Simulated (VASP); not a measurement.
Set up this calculation in VASP 6.6.1, as the native input.

```yaml
Task: single point
Functional: PBE
Potentials_or_basis: VASP PAW PBE potentials, release 64 (Al, Pt)
Cutoff: 520 eV
k_mesh: 9 × 9 × 1
Occupations: gaussian, width 0.1 eV
Spin: no spin polarisation
Dipole_correction: yes
Electric_field_eV/Å: 0.1
Further_INCAR_settings: ALGO = Normal; EDIFF = 1e-07; NBANDS = 34; EFIELD = -0.1
```

The structure of Al2Pt lies in POSCAR:

```
Al2Pt
1.0
    4.2047455503      0.0000000000      0.0000000000
   -2.1023727751      3.6414164630      0.0000000000
    0.0000000000      0.0000000000     23.5829009136
Al Pt
6 3
Direct
    0.0000000000      0.0000000000      0.3180270327
    0.3333333333      0.6666666667      0.3908162196
    0.6666666667      0.3333333333      0.4636054065
    0.0000000000      0.0000000000      0.5363945935
    0.3333333333      0.6666666667      0.6091837804
    0.6666666667      0.3333333333      0.6819729673
    0.6666666667      0.3333333333      0.3544216262
    0.3333333333      0.6666666667      0.5000000000
    0.0000000000      0.0000000000      0.6455783738
```

These files were run (other wordings do the same):

INCAR

```
PREC     = Accurate       # precision mode
ENCUT    = 520            # plane-wave cutoff, eV
EDIFF    = 1E-7           # SCF threshold, eV
ISMEAR   = 0              # smearing method
SIGMA    = 0.1            # smearing width, eV
LREAL    = False          # projectors in reciprocal space
LASPH    = True           # aspherical terms in the spheres
NELM     = 60             # most SCF steps
ALGO     = Normal         # electronic algorithm
ISIF     = 2              # what is computed and relaxed
LWAVE    = False          # write WAVECAR
LCHARG   = True           # write CHGCAR
LDIPOL   = True         
IDIPOL   = 3            
DIPOL    = 0.5 0.5 0.500
GGA      = PE             # functional
LELF     = True           # ELF
LVHAR    = True         
LVACPOTAV= True         
EFIELD   = -0.1         
NBANDS   = 34             # bands
```

KPOINTS

```
Automatic mesh
0
Gamma
  9 9 1
```

Potentials or basis: VASP PAW PBE potentials, release 64 (Al, Pt).

The run is started by

```sh
$ cat potpaw_PBE.64/Al/POTCAR potpaw_PBE.64/Pt/POTCAR > POTCAR
$ mpirun -np 1 vasp_std > vasp.out
```

It gave:

| Property | Result |
| --- | --- |
| Largest force | 0.746 eV/Å |
| Band gap on the k mesh | zero (band 24 reaches 3.78 eV, above the bottom of band 25 at 0.58 eV) |

Caveat: spin-orbit coupling is left out, which moves the levels of the heavy elements.

It took 2.7 min on 1 thread of Intel(R) Xeon(R) 6975P-C (Granite Rapids), with other jobs on the host, peak memory 0.49 GiB.
